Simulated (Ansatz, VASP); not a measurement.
# One calculation of AlAs3, two programs

```
CELL_PARAMETERS angstrom
6.09110 0.00000 0.00000
-3.04555 5.27505 0.00000
0.00000 0.00000 4.88905
ATOMIC_POSITIONS crystal
Al 0.33333 0.66667 0.25000
Al 0.66667 0.33333 0.75000
As 0.83300 0.66600 0.25000
As 0.16700 0.83300 0.75000
As 0.33400 0.16700 0.25000
As 0.16700 0.33400 0.75000
As 0.83300 0.16700 0.25000
As 0.66600 0.83300 0.75000
```

Alike in both runs: task relaxation of cell and atoms; functional PBE; k mesh 6 × 6 × 8; occupations gaussian, width 0.1 eV; no spin polarisation.

```csv
,VASP,Ansatz
version,VASP 6.6.1,Ansatz 0.2.0
potentials or method,"VASP PAW PBE potentials, release 64 (Al, As), cutoff 600 eV","scalar-relativistic, plane waves, PAW"
valence electrons in the cell,36,96
```

VASP gave:

```
gap on the k mesh at the Fermi level, each at its own relaxed structure (eV) : none
relaxed volume (Å³/atom)                                                     : 19.22
relaxed cell length with the largest relative difference (Å)                 : 5.943
```

Problem. What did Ansatz give for the same quantities?

Solution. gap on the k mesh at the Fermi level, each at its own relaxed structure (eV): none; relaxed volume (Å³/atom): 19.26; relaxed cell length with the largest relative difference (Å): 5.954.

A gap of «none» marks a metal or a gap that the smearing closes. VASP's potentials hold 36 valence electrons a cell and Ansatz's 96, so a difference there can come from the potentials and not from the codes.
